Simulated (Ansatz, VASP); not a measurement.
## Two plane-wave programs on Al

Contents of INCAR:

```
PREC = Accurate ; ENCUT = 520
EDIFF = 1E-6 ; ISMEAR = 0
SIGMA = 0.15 ; LREAL = F
LASPH = T ; NELM = 60
ALGO = Fast ; ISIF = 2
LWAVE = F ; LCHARG = T
GGA = PS ; IVDW = 12
LELF = T ; LVHAR = T
NBANDS = 14
```

KPOINTS

```
regular mesh
0
Gamma
  18 18 6
```

POSCAR

```
Al
1.0
    2.6891958627      0.0000000000      0.0000000000
   -1.3445979313      2.3289119328      0.0000000000
    0.0000000000      0.0000000000      9.3726543402
Al
4
Direct
    0.0000000000      0.0000000000      0.0000000000
    0.3333333333      0.6666666667      0.2500000000
    0.0000000000      0.0000000000      0.5000000000
    0.6666666667      0.3333333333      0.7500000000
```

Input for Ansatz:

```yaml
crystal:
  lattice:
    - [2.6891958627, 0.0, 0.0]
    - [-1.3445979313, 2.3289119328, 0.0]
    - [0.0, 0.0, 9.3726543402]
  atoms:
    - { symbol: Al, position: [0.0, 0.0, 0.0] }
    - { symbol: Al, position: [0.3333333333, 0.6666666667, 0.25] }
    - { symbol: Al, position: [0.0, 0.0, 0.5] }
    - { symbol: Al, position: [0.6666666667, 0.3333333333, 0.75] }
basis:
  ecutwfc: 420
kpoints:
  mp_grid: { grid: [18, 18, 6] }
hamiltonian:
  xc: pbesol
  pseudopotentials: { kind: paw, azcp: { folder: soft_1 } }
  dispersion: d3bj
scf:
  occupations: { method: gaussian, width: 0.15 }
output:
  forces: true
  stress: true
  eigenvalues: true
  write_density: true
  write_potential: true
  elf: true
  volumetric_format: npy
```

Alike in both runs: task single point; functional PBEsol; dispersion D3(BJ); k mesh 18 × 18 × 6; occupations gaussian, width 0.15 eV; no spin polarisation.

|  | VASP | Ansatz |
| --- | --- | --- |
| version | VASP 6.6.1 | Ansatz 0.2.0 |
| potentials or method | VASP PAW PBE potentials, release 64 (Al), cutoff 520 eV | scalar-relativistic, plane waves, PAW |
| valence electrons in the cell | 12 | 12 |

|  | VASP | Ansatz | Ansatz less VASP |
| --- | --- | --- | --- |
| gap on the k mesh at the Fermi level (eV) | none | none | - |
| pressure (GPa) | 7.1 | 7.0 | -0.15 |
| traceless stress, the component that is largest in VASP (GPa) | -5.17 | -5.13 | +0.044 |

VASP's potentials were made for PBE, not for PBEsol, and Ansatz warns of the same on its side. A gap of «none» marks a metal or a gap that the smearing closes.
